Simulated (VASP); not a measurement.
# In (P6_3/mmc) in VASP: notebook

Runs on In. Level: PBEsol. Tasks: single point, relaxation of cell and atoms.

All numbers are computed with VASP 6.6.1; they aren't measurements. Logs are shortened: lines on timing, memory, paths and dates and some standing lists are left out, and cuts for length are marked.

## Step 1: The cell of the first run

It takes space group P6_3/mmc (No. 194, hexagonal). The conventional cell has a = 3.360 Å, b = 3.360 Å, c = 5.465 Å, α = 90.00°, β = 90.00°, γ = 120.00°. In (site symmetry -6m2) has 12 In at 3.35 to 3.36 Å within 4.4 Å.

This isn't the form of In at room conditions, which is tetragonal.

## Step 2: Single point, PBEsol (26.71 Å³/atom)

The input, INCAR:

```
SYSTEM = In
PREC = Accurate ; ENCUT = 520
EDIFF = 1E-7 ; ISMEAR = -1
SIGMA = 0.1 ; LREAL = .FALSE.
LASPH = .TRUE. ; NELM = 100
ALGO = Normal ; ISIF = 2
LWAVE = .FALSE. ; LCHARG = .FALSE.
GGA = PS ; NBANDS = 20
```

The input, KPOINTS:

```
regular mesh
0
G
  12 12 7
  0 0 0
```

The input, POSCAR:

```
In
1.0
    3.3599461363      0.0000000000      0.0000000000
   -1.6799730681      2.9097987094      0.0000000000
    0.0000000000      0.0000000000      5.4646704851
In
2
Direct
    0.3333333333      0.6666666667      0.2500000000
    0.6666666667      0.3333333333      0.7500000000
```

Potentials or basis: VASP PAW PBE potentials, release 64 (In_d).

Launch:

```bash
$ cat potpaw_PBE.64/In_d/POTCAR > POTCAR
$ mpirun -np 1 vasp_std > vasp.out
```

OUTCAR:

```text
SYSTEM = In
   PREC = Accurate
   ENCUT = 520
   EDIFF = 1E-7
   ISMEAR = -1
   LREAL = .FALSE.
   LASPH = .TRUE.
   NELM = 100
   ISIF = 2
   GGA = PS

 ion  position               nearest neighbor table
   1  0.333  0.667  0.250-   2 3.35   2 3.35   2 3.35   2 3.35   2 3.35   2 3.35
   2  0.667  0.333  0.750-   1 3.35   1 3.35   1 3.35   1 3.35   1 3.35   1 3.35

  LATTYP: Found a hexagonal cell.
 ALAT       =     3.3599461363
 C/A-ratio  =     1.6264160982

  Lattice vectors:

 A1 = (   3.3599461363,   0.0000000000,   0.0000000000)
 A2 = (  -1.6799730681,   2.9097987094,   0.0000000000)
 A3 = (   0.0000000000,   0.0000000000,   5.4646704851)

Analysis of symmetry for initial positions (statically):
=====================================================================
 Subroutine PRICEL returns:
 Original cell was already a primitive cell.

 Routine SETGRP: Setting up the symmetry group for a
 hexagonal supercell.

 Subroutine GETGRP returns: Found 24 space group operations
 (whereof 12 operations were pure point group operations)
 out of a pool of 24 trial point group operations.

The static configuration has the point symmetry D_3d.
 The point group associated with its full space group is D_6h.

Analysis of symmetry for dynamics (positions and initial velocities):
=====================================================================
 Subroutine PRICEL returns:
 Original cell was already a primitive cell.

 Routine SETGRP: Setting up the symmetry group for a
 hexagonal supercell.

 Subroutine GETGRP returns: Found 24 space group operations
 (whereof 12 operations were pure point group operations)
 out of a pool of 24 trial point group operations.

The dynamic configuration has the point symmetry D_3d.
 The point group associated with its full space group is D_6h.

 Subroutine INISYM returns: Found 24 space group operations
 (whereof 12 operations are pure point group operations),
 and found     1 'primitive' translations

----------------------------------------------------------------------------------------

                                     Primitive cell

  volume of cell :      53.4268

  direct lattice vectors                    reciprocal lattice vectors
     3.359946136  0.000000000  0.000000000     0.297623819  0.171833192  0.000000000
    -1.679973068  2.909798709  0.000000000     0.000000000  0.343666384  0.000000000
     0.000000000  0.000000000  5.464670485     0.000000000  0.000000000  0.182993650

  length of vectors
     3.359946136  3.359946136  5.464670485     0.343666384  0.343666384  0.182993650

  position of ions in fractional coordinates (direct lattice)
     0.333333333  0.666666667  0.250000000
     0.666666667  0.333333333  0.750000000

  ion indices of the primitive-cell ions
   primitive index   ion index
                 1           1
                 2           2

----------------------------------------------------------------------------------------

 KPOINTS: regular mesh

Automatic generation of k-mesh.
 Grid dimensions read from file:
 generate k-points for:   12   12    7

 Generating k-lattice:

  Cartesian coordinates                     Fractional coordinates (reciprocal lattice)
     0.024801985  0.014319433  0.000000000     0.083333333  0.000000000  0.000000000
     0.000000000  0.028638865  0.000000000     0.000000000  0.083333333  0.000000000
     0.000000000  0.000000000  0.026141950     0.000000000  0.000000000  0.142857143

  Length of vectors
     0.028638865  0.028638865  0.026141950

  Shift w.r.t. Gamma in fractional coordinates (k-lattice)
     0.000000000  0.000000000  0.000000000

 Subroutine IBZKPT returns following result:
 ===========================================

 Found     76 irreducible k-points:

 Following reciprocal coordinates:
            Coordinates               Weight
  0.000000  0.000000  0.000000      1.000000
  0.083333  0.000000  0.000000      6.000000
  0.166667  0.000000  0.000000      6.000000
  0.250000  0.000000  0.000000      6.000000
  0.333333  0.000000  0.000000      6.000000
  0.416667  0.000000  0.000000      6.000000
[... 16 lines left out ...]
  0.250000  0.000000  0.142857     12.000000
  0.333333  0.000000  0.142857     12.000000
 [... further k-points ...]
   k-points           NKPTS =     76   k-points in BZ     NKDIM =     76   number of bands    NBANDS=     20
   number of dos      NEDOS =    301   number of ions     NIONS =      2
   total plane-waves  NPLWV =  32928
   dimension x,y,z NGX =    28 NGY =   28 NGZ =   42
   dimension x,y,z NGXF=    56 NGYF=   56 NGZF=   84
   ions per type =               2
   NGX,Y,Z   is equivalent  to a cutoff of  13.85, 13.85, 12.78 a.u.
   NGXF,Y,Z  is equivalent  to a cutoff of  27.71, 27.71, 25.55 a.u.
 SYSTEM =  In
   PREC   = accura    normal or accurate (medium, high low for compatibility)
   ISTART =      0    job   : 0-new  1-cont  2-samecut
   ICHARG =      2    charge: 1-file 2-atom 10-const
   ISPIN  =      1    spin polarized calculation?
   LNONCOLLINEAR =      F non collinear calculations
   LSORBIT =      F    spin-orbit coupling
   LASPH  =      T    aspherical Exc in radial PAW
   ENCUT  =  520.0 eV  38.22 Ry    6.18 a.u.   6.25  6.25 10.16*2*pi/ulx,y,z
   NELM   =    100;   NELMIN=  2; NELMDL= -5     # of ELM steps
   EDIFF  = 0.1E-06   stopping-criterion for ELM
   LREAL  =      F    real-space projection
   EDIFFG = 0.1E-05   stopping-criterion for IOM
   NSW    =      0    number of steps for IOM
   IBRION =     -1    ionic relax: 0-MD 1-quasi-New 2-CG
   NFREE  =      0    steps in history (QN), initial steepest desc. (CG)
   ISIF   =      2    stress and relaxation
   ISYM   =      2    0-nonsym 1-usesym 2-fastsym
   POTIM  = 0.5000    time-step for ionic-motion
   TEBEG  =    0.0;   TEEND  =   0.0 temperature during run
   PSTRESS=    0.0 pullay stress
   NELECT =      26.0000    total number of electrons
   NUPDOWN=      -1.0000    fix difference up-down
   EMIN   =  10.00;   EMAX   =-10.00  energy-range for DOS
   EFERMI =   0.00;   METHOD = LEGACY
   ISMEAR =    -1;   SIGMA  =   0.10  broadening in eV -4-tet -1-fermi 0-gaus
   EFERMI_NEDOS =   21; number of points for ismear=-14 and -15
   IALGO  =     38    algorithm
   IMIX   =      4    mixing-type and parameters
     AMIX     =   0.40;   BMIX     =  1.00
     AMIX_MAG =   1.60;   BMIX_MAG =  1.00
  volume/ion in A,a.u.               =      26.71       180.27
  Fermi-wavevector in a.u.,A,eV,Ry     =   1.287695  2.433390 22.560600  1.658157
  Thomas-Fermi vector in A             =   2.419693
   LORBIT       =      0    0 simple, 1 ext, 2 COOP (PROOUT), +10 PAW based schemes
   GGA     = PS    functional components
   LHFCALC =     F    Hartree Fock is set to
   AEXX    =    0.0000 exact exchange contribution
   IVDW    =     0    specifies the selected vdW correction
   LEPSILON=     F    determine dielectric tensor
   LRPA    =     F    only Hartree local field effects (RPA)
 non-spin polarized calculation
  energy-cutoff  :      520.00
  volume of cell :       53.43
 maximum number of plane-waves:      1460
 NGX is ok and might be reduce to    28
   NGX = 13   NGY = 13   NGZ = 21

 number of electron      26.0000002 magnetization

 Free energy of the ion-electron system (eV)
  ---------------------------------------------------
  ext. energy  EPLUGINS =         0.00000000
  ---------------------------------------------------
  free energy    TOTEN  =        -5.95788352 eV

  energy without entropy =       -5.92968396  energy(sigma->0) =       -5.94378374

 E-fermi :   7.1275     XC(G=0): -10.3071

 val. band max:        7.0135260192   @ k =   0.0000   0.0000   0.2857
 cond. band min:       7.1400977967   @ k =   0.0833   0.0000   0.2857
 fundamental gap:      0.1265717775
 Fermi energy:         7.1275312585

 k-point     1 :       0.0000    0.0000    0.0000
  band No.  band energies     occupation
      1      -7.4603      2.00000
      2      -7.3955      2.00000
      3      -7.3707      2.00000
      4      -7.3707      2.00000
      5      -7.3427      2.00000
      6      -7.3427      2.00000
[... 12 lines left out ...]
     19      17.8772      0.00000
     20      18.2923      0.00000

 k-point     2 :       0.0833    0.0000    0.0000
  band No.  band energies     occupation
      1      -7.4527      2.00000
      2      -7.4032      2.00000
      3      -7.3567      2.00000
      4      -7.3521      2.00000
      5      -7.3407      2.00000
      6      -7.3251      2.00000
[... 12 lines left out ...]
     19      18.2347      0.00000
     20      18.9015      0.00000

 k-point     3 :       0.1667    0.0000    0.0000
  band No.  band energies     occupation
      1      -7.4642      2.00000
      2      -7.3917      2.00000
      3      -7.3515      2.00000
      4      -7.3305      2.00000
      5      -7.3183      2.00000
      6      -7.3038      2.00000
[... 12 lines left out ...]
     19      17.5167      0.00000
     20      18.8441      0.00000

 k-point     4 :       0.2500    0.0000    0.0000
  band No.  band energies     occupation
      1      -7.5030      2.00000
      2      -7.3831      2.00000
      3      -7.3762      2.00000
      4      -7.3432      2.00000
      5      -7.3315      2.00000
      6      -7.2399      2.00000
[... 12 lines left out ...]
     19      16.7591      0.00000
     20      18.3402      0.00000

 k-point     5 :       0.3333    0.0000    0.0000
  band No.  band energies     occupation
      1      -7.5428      2.00000
      2      -7.4268      2.00000
      3      -7.4001      2.00000
      4      -7.3663      2.00000
      5      -7.2901      2.00000
      6      -7.2339      2.00000
[... 12 lines left out ...]
     19      16.0251      0.00000
     20      17.7283      0.00000

 k-point     6 :       0.4167    0.0000    0.0000
  band No.  band energies     occupation
      1      -7.5716      2.00000
      2      -7.4659      2.00000
      3      -7.4157      2.00000
      4      -7.3825      2.00000
      5      -7.2592      2.00000
      6      -7.2566      2.00000
[... 12 lines left out ...]
     19      15.5393      0.00000
     20      17.3352      0.00000

 k-point     7 :       0.5000    0.0000    0.0000
  band No.  band energies     occupation
      1      -7.5820      2.00000
      2      -7.4805      2.00000
      3      -7.4218      2.00000
      4      -7.3882      2.00000
      5      -7.2644      2.00000
      6      -7.2481      2.00000
[... 12 lines left out ...]
     19      15.3712      0.00000
     20      17.2019      0.00000
[... 277 lines left out ...]
 k-point    20 :       0.0000    0.0000    0.1429
  band No.  band energies     occupation
      1      -7.4555      2.00000
      2      -7.3968      2.00000
      3      -7.3799      2.00000
      4      -7.3799      2.00000
      5      -7.3486      2.00000
      6      -7.3486      2.00000
[... 12 lines left out ...]
     19      17.9460      0.00000
     20      18.2819      0.00000

 k-point    21 :       0.0833    0.0000    0.1429
  band No.  band energies     occupation
      1      -7.4490      2.00000
      2      -7.4014      2.00000
      3      -7.3728      2.00000
      4      -7.3640      2.00000
      5      -7.3473      2.00000
      6      -7.3311      2.00000
[... 12 lines left out ...]
     19      17.7035      0.00000
     20      18.7123      0.00000

 k-point    22 :       0.1667    0.0000    0.1429
  band No.  band energies     occupation
      1      -7.4614      2.00000
      2      -7.3912      2.00000
      3      -7.3707      2.00000
      4      -7.3393      2.00000
      5      -7.3328      2.00000
      6      -7.2825      2.00000
[... 12 lines left out ...]
     19      17.0462      0.00000
     20      18.5969      0.00000

 k-point    23 :       0.2500    0.0000    0.1429
  band No.  band energies     occupation
      1      -7.4985      2.00000
      2      -7.3992      2.00000
      3      -7.3860      2.00000
      4      -7.3366      2.00000
      5      -7.3160      2.00000
      6      -7.2491      2.00000
[... 12 lines left out ...]
     19      16.2565      0.00000
     20      17.8075      0.00000

 k-point    24 :       0.3333    0.0000    0.1429
  band No.  band energies     occupation
      1      -7.5364      2.00000
      2      -7.4420      2.00000
      3      -7.4033      2.00000
      4      -7.3547      2.00000
      5      -7.2852      2.00000
      6      -7.2531      2.00000
[... 12 lines left out ...]
     19      15.5445      0.00000
     20      17.2766      0.00000

 [... further k-points ...]

------------------------ aborting loop because EDIFF is reached ----------------------------------------

  FORCE on cell =-STRESS in cart. coord.  units (eV):
  Direction    XX          YY          ZZ          XY          YZ          ZX
  --------------------------------------------------------------------------------------
  -------------------------------------------------------------------------------------
  Total       -0.4411452     -0.4411452     -0.6817904     -0.0000000     -0.0000000      0.0000000
  in kB      -13.2291792    -13.2291792    -20.4457115     -0.0000000     -0.0000000      0.0000000
  external PRESSURE =     -15.6346900 kB  Pullay stress =       0.0000000 kB

 VOLUME and BASIS-vectors are now :
 -----------------------------------------------------------------------------
  energy-cutoff  :      520.00
  volume of cell :       53.43
      direct lattice vectors                 reciprocal lattice vectors
     3.359946136  0.000000000  0.000000000     0.297623819  0.171833192  0.000000000
    -1.679973068  2.909798709  0.000000000     0.000000000  0.343666384  0.000000000
     0.000000000  0.000000000  5.464670485     0.000000000  0.000000000  0.182993650

 POSITION                                       TOTAL-FORCE (eV/Angst)
 -----------------------------------------------------------------------------------
     -0.00000      1.93987      1.36617        -0.000000      0.000000      0.000000
      1.67997      0.96993      4.09850         0.000000     -0.000000      0.000000
 -----------------------------------------------------------------------------------
    total drift:                                0.000000     -0.000000      0.000000

  FREE ENERGIE OF THE ION-ELECTRON SYSTEM (eV)
  ---------------------------------------------------
  free  energy   TOTEN  =        -5.9578835226 eV

  energy  without entropy=       -5.9296839583  energy(sigma->0) =       -5.94378374
```

Wall time 1.7 min (1 thread of Intel Xeon 8259CL, shared host); peak memory 0.21 GiB.

Results:

* Free energy: -5.9579 eV
* Pressure: -1.6 GPa
* Band gap on the k mesh: zero (bands 13 and 14 overlap by 4.89 eV)

Stress tensor (GPa, compression positive):
```
-1.32  0.00  0.00
 0.00 -1.32  0.00
 0.00  0.00 -2.04
```

Caveat: the PAW data sets were made with another functional, which shifts forces and pressure a little; spin-orbit coupling is left out, which moves the levels of the heavy elements.

## Step 3: Single point, PBEsol (27.74 Å³/atom)

This run uses another cell than the first one, of 27.74 Å³/atom.

The input, INCAR:

```
SYSTEM = In
ALGO     = Normal         ! electronic algorithm
EDIFF    = 1E-7           ! SCF threshold, eV
ENCUT    = 520            ! plane-wave cutoff, eV
GGA      = PS             ! functional
ISIF     = 2              ! what is computed and relaxed
ISMEAR   = -1             ! smearing method
LASPH    = .True.         ! aspherical terms in the spheres
LCHARG   = .True.         ! write CHGCAR
LELF     = .True.         ! ELF
LREAL    = .False.        ! projectors in reciprocal space
LVHAR    = .True.       
LWAVE    = .False.        ! write WAVECAR
NBANDS   = 20             ! bands
NELM     = 80             ! most SCF steps
PREC     = Accurate       ! precision mode
SIGMA    = 0.1            ! smearing width, eV
```

The input, KPOINTS:

```
k-points
0
Gamma
  12 12 7
  0 0 0
```

The input, POSCAR:

```
In
1.0
    3.4024816156      0.0000000000      0.0000000000
   -1.7012408078      2.9466355150      0.0000000000
    0.0000000000      0.0000000000      5.5338508733
In
2
Direct
    0.3333333333      0.6666666667      0.2500000000
    0.6666666667      0.3333333333      0.7500000000
```

Potentials or basis: VASP PAW PBE potentials, release 64 (In_d).

Launch:

```bash
$ cat potpaw_PBE.64/In_d/POTCAR > POTCAR
$ mpirun -np 1 vasp_std > vasp.out
```

Wall time 1.8 min (1 thread of Intel Xeon 8259CL, shared host); peak memory 0.21 GiB.

The run converged. Its results:

```yaml
Free_energy: -5.9309 eV
Pressure: -2.8 GPa
Band_gap_on_the_k_mesh: zero (bands 13 and 14 overlap by 4.69 eV)
```

Stress tensor (GPa, compression positive):
```
-2.53  0.00  0.00
 0.00 -2.53  0.00
 0.00  0.00 -3.22
```

Levels at points of the mesh, in eV from the Fermi level:
```csv
k point,band 11,band 12,band 13,band 14,band 15,band 16
"(0.00, 0.00, 0.00)",-9.17,-4.27,-3.13,7.86,7.86,9.65
"(0.50, 0.00, 0.00)",-4.82,-4.02,0.04,0.43,0.92,2.88
```

Caveat: the PAW data sets were made with another functional, which shifts forces and pressure a little; spin-orbit coupling is left out, which moves the levels of the heavy elements.

## Step 4: Single point, PBEsol (28.77 Å³/atom)

This run uses another cell than the first one, of 28.77 Å³/atom.

The input, INCAR:

```
SYSTEM = In
PREC = Accurate
ENCUT = 520
EDIFF = 1E-6
ISMEAR = -1
SIGMA = 0.1
LREAL = .False.
LASPH = .True.
NELM = 80
ALGO = Normal
ISIF = 2
LWAVE = .False.
LCHARG = .False.
GGA = PS
NBANDS = 20
```

The input, KPOINTS:

```
regular mesh
0
Gamma
  12 12 7
  0 0 0
```

The input, POSCAR:

```
In
1.0
    3.4439793836      0.0000000000      0.0000000000
   -1.7219896918      2.9825736363      0.0000000000
    0.0000000000      0.0000000000      5.6013435113
In
2
Direct
    0.3333333333      0.6666666667      0.2500000000
    0.6666666667      0.3333333333      0.7500000000
```

Launch:

```bash
$ cat potpaw_PBE.64/In_d/POTCAR > POTCAR
$ mpirun -np 1 vasp_std > vasp.out
```

Wall time 92 s (1 thread of Intel Xeon 8259CL, shared host); peak memory 0.22 GiB.

Results (log left out):

* Free energy: -5.8903 eV
* Pressure: -3.7 GPa
* Band gap on the k mesh: zero (bands 13 and 14 overlap by 4.50 eV)

Stress tensor (GPa, compression positive):
```
-3.48  0.00  0.00
 0.00 -3.48  0.00
 0.00  0.00 -4.13
```

Levels at points of the mesh, in eV from the Fermi level:
| k point | band 9 | band 10 | band 11 | band 12 | band 13 | band 14 | band 15 | band 16 | band 17 | band 18 |
| --- | --- | --- | --- | --- | --- | --- | --- | --- | --- | --- |
| (0.00, 0.00, 0.00) | -14.21 | -14.21 | -8.94 | -4.25 | -2.98 | 7.63 | 7.63 | 9.36 | 9.36 | 9.93 |
| (0.50, 0.00, 0.00) | -14.19 | -14.18 | -4.75 | -3.92 | -0.06 | 0.42 | 0.93 | 2.85 | 3.78 | 7.06 |

Caveat: the cell stands under tension; the PAW data sets were made with another functional, which shifts forces and pressure a little; spin-orbit coupling is left out, which moves the levels of the heavy elements.

(Part 1 of 2 ends here.)

The gap in the log of VASP goes by the Fermi energy; the results here count the filled bands.